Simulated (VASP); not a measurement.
# C (Cmcm) in VASP: a series of runs, part 2 of 2

VASP 6.6.1. The steps go on from the part before.

## 3. Single point, LDA (mode 1 (-37.7 1/cm) frozen in, largest displacement +0.300 Å)

INCAR reads:

```
ALGO = Normal
EDIFF = 1E-6
ENCUT = 520
GGA = CA
ISIF = 2
ISMEAR = 0
LASPH = True
LCHARG = True
LELF = True
LREAL = False
LVHAR = True
LWAVE = False
NBANDS = 16
NELM = 60
PREC = Accurate
SIGMA = 0.03
```

KPOINTS reads:

```
k-points
0
Gamma
  16 16 6
```

POSCAR reads:

```
C
1.0
    1.2227846672      2.1166507485      0.0000000000
    1.2227846672     -2.1166507485      0.0000000000
    0.0000000000      0.0000000000     -6.7194983675
C
4
Direct
    0.2375732403      0.7624267597      0.0000000000
    0.5958398909      0.4041601091      0.5000000000
    0.9041601091      0.0958398909      1.0000000000
    0.2624267597      0.7375732403      0.5000000000
```

Potentials or basis: VASP PAW LDA potentials, release 64 (C).

The run is started by

```bash
$ cat potpaw_LDA.64/C/POTCAR > POTCAR
$ mpirun -np 1 vasp_std > vasp.out
```

OUTCAR:

```text
EDIFF = 1E-6
   ENCUT = 520
   GGA = CA
   ISIF = 2
   ISMEAR = 0
   LASPH = True
   LREAL = False
   NELM = 60
   PREC = Accurate

 ion  position               nearest neighbor table
   1  0.238  0.762  0.000-   3 1.41   3 1.41   3 1.41
   2  0.596  0.404  0.500-   4 1.41   4 1.41   4 1.41
   3  0.904  0.096  0.000-   1 1.41   1 1.41   1 1.41
   4  0.262  0.738  0.500-   2 1.41   2 1.41   2 1.41

  LATTYP: Found a base centered orthorhombic cell.
 ALAT       =     2.4455693344
 B/A-ratio  =     1.7310085784
 C/A-ratio  =     2.7476212892

  Lattice vectors:

 A1 = (   1.2227846672,   2.1166507485,   0.0000000000)
 A2 = (   1.2227846672,  -2.1166507485,   0.0000000000)
 A3 = (   0.0000000000,   0.0000000000,  -6.7194983675)

Analysis of symmetry for initial positions (statically):
=====================================================================
 Subroutine PRICEL returns:
 Original cell was already a primitive cell.

[... 169 lines left out ...]
  ext. energy  EPLUGINS =         0.00000000
  ---------------------------------------------------
  free energy    TOTEN  =       -40.44745608 eV

  energy without entropy =      -40.44745608  energy(sigma->0) =      -40.44745608

 E-fermi :   4.6098     XC(G=0): -10.7944

 val. band max:        4.4622841732   @ k =   0.3750   0.3125   0.0000
 cond. band min:       4.9374972827   @ k =   0.3125   0.3125   0.0000
 fundamental gap:      0.4752131095
 Fermi energy:         4.6098437146

 k-point     1 :       0.0000    0.0000    0.0000
  band No.  band energies     occupation
      1     -14.9376      2.00000
      2     -14.6234      2.00000
      3      -4.0541      2.00000
      4      -2.0247      2.00000
      5       1.6837      2.00000
      6       1.7016      2.00000
[... 433 lines left out ...]
      3      -3.9382      2.00000
      4      -1.9162      2.00000
      5       1.3278      2.00000
      6       1.3514      2.00000
[... 8 lines left out ...]
     15      15.9243      0.00000
     16      16.1382      0.00000

 [... further k-points ...]
[... 5 lines left out ...]
  --------------------------------------------------------------------------------------
  -------------------------------------------------------------------------------------
  Total        0.2507036      0.3139981     -0.0713155      0.0000000      0.0000000      0.0000000
  in kB       11.5479552     14.4634407     -3.2849476      0.0000000      0.0000000      0.0000000
  external PRESSURE =       7.5754828 kB  Pullay stress =       0.0000000 kB

 VOLUME and BASIS-vectors are now :
 -----------------------------------------------------------------------------
  energy-cutoff  :      520.00
  volume of cell :       34.78
      direct lattice vectors                 reciprocal lattice vectors
     1.222784667  2.116650749  0.000000000     0.408902739  0.236222249  0.000000000
     1.222784667 -2.116650749  0.000000000     0.408902739 -0.236222249  0.000000000
     0.000000000  0.000000000 -6.719498367     0.000000000  0.000000000 -0.148820633

 POSITION                                       TOTAL-FORCE (eV/Angst)
 -----------------------------------------------------------------------------------
      1.22278     -1.11093      0.00000         0.000000     -0.012145      0.000000
      1.22278      0.40572     -3.35975         0.000000     -0.019456      0.000000
      1.22278      1.71093      0.00000         0.000000      0.019456      0.000000
      1.22278     -1.00572     -3.35975         0.000000      0.012145      0.000000
 -----------------------------------------------------------------------------------
    total drift:                               -0.000000     -0.000000      0.000000

  FREE ENERGIE OF THE ION-ELECTRON SYSTEM (eV)
  ---------------------------------------------------
  free  energy   TOTEN  =       -40.4474560815 eV

  energy  without entropy=      -40.4474560815  energy(sigma->0) =      -40.44745608
```

stdout:

```text
POSCAR found type information on POSCAR C
 POSCAR found :  1 types and       4 ions
 scaLAPACK will be used
 LDA part: xc-table for (Slater(with rela. corr.)+CA(PZ))
 , standard interpolation
 POSCAR, INCAR and KPOINTS ok, starting setup
 FFT: planning ... GRIDC
 FFT: planning ... GRID_SOFT
 FFT: planning ... GRID
 WAVECAR not read
 entering main loop
```

Wall time 51 s (1 thread of Intel Xeon 6975P-C (Granite Rapids), shared host); peak memory 0.2 GiB.

Results:

- Free energy: -40.4475 eV
- Pressure: 0.8 GPa
- Largest force: 0.019 eV/Å
- Band gap on the k mesh: 0.48 eV, indirect (least direct gap 0.49 eV)

Forces in eV/Å, atoms in the order of the input:
```
C    0.000 -0.012  0.000
C    0.000 -0.019  0.000
C    0.000  0.019  0.000
C    0.000  0.012  0.000
```

Stress tensor (GPa, compression positive):
```
 1.15  0.00  0.00
 0.00  1.45  0.00
 0.00  0.00 -0.33
```

Caveat: the cell differs from its parent crystal (mode 1 (-37.7 1/cm) frozen in, largest displacement +0.300 Å). A k mesh can miss the band edges.

## 4. Single point, LDA (mode 1 (-37.7 1/cm) frozen in, largest displacement +0.350 Å)

INCAR reads:

```
SYSTEM = C
ALGO = Normal
EDIFF = 1E-6
ENCUT = 520
GGA = CA
ISIF = 2
ISMEAR = 0
LASPH = .True.
LCHARG = .False.
LREAL = .False.
LWAVE = .False.
NBANDS = 16
NELM = 60
PREC = Accurate
SIGMA = 0.03
```

KPOINTS reads:

```
k-points
0
Gamma
  16 16 6
  0 0 0
```

POSCAR reads:

```
C
1.0
    1.2227846672      2.1166507485      0.0000000000
    1.2227846672     -2.1166507485      0.0000000000
    0.0000000000      0.0000000000     -6.7194983675
C
4
Direct
    0.2493843527      0.7506156473      0.0000000000
    0.5840287785      0.4159712215      0.5000000000
    0.9159712215      0.0840287785      1.0000000000
    0.2506156473      0.7493843527      0.5000000000
```

The run is started by

```bash
$ cat potpaw_LDA.64/C/POTCAR > POTCAR
$ mpirun -np 1 vasp_std > vasp.out
```

Run time: 50 s. Hardware: 1 thread of Intel Xeon 6975P-C (Granite Rapids), shared host; peak memory 0.21 GiB.

Results (log left out):

| Property | Result |
| --- | --- |
| Free energy | -40.4478 eV |
| Pressure | 0.8 GPa |
| Largest force | 0.011 eV/Å |
| Band gap on the k mesh | 0.56 eV, indirect (the least direct gap lies 2.2 meV higher) |

Forces on the atoms (eV/Å):
```
C    0.000 -0.011  0.000
C    0.000 -0.011  0.000
C    0.000  0.011  0.000
C    0.000  0.011  0.000
```

Stress tensor (GPa, compression positive):
```
 1.07  0.00  0.00
 0.00  1.54  0.00
 0.00  0.00 -0.35
```

Levels at points of the mesh, in eV from the valence-band top:
```csv
k point,band 6,band 7,band 8,band 9,band 10,band 11
"(0.00, 0.00, 0.00)",-2.76,-2.75,-2.74,4.01,8.67,8.67
"(0.50, 0.00, 0.00)",-6.18,-2.59,-1.90,1.68,2.40,7.77
"(0.50, 0.50, 0.00)",-6.19,-2.59,-1.89,1.67,2.41,7.74
"(0.00, 0.00, 0.50)",-2.76,-2.75,-2.75,6.66,6.66,8.70
"(0.50, 0.00, 0.50)",-6.20,-2.18,-2.18,1.82,1.82,7.97
"(0.50, 0.50, 0.50)",-6.22,-2.17,-2.17,1.83,1.83,7.94
```

Caveat: the cell differs from its parent crystal (mode 1 (-37.7 1/cm) frozen in, largest displacement +0.350 Å).
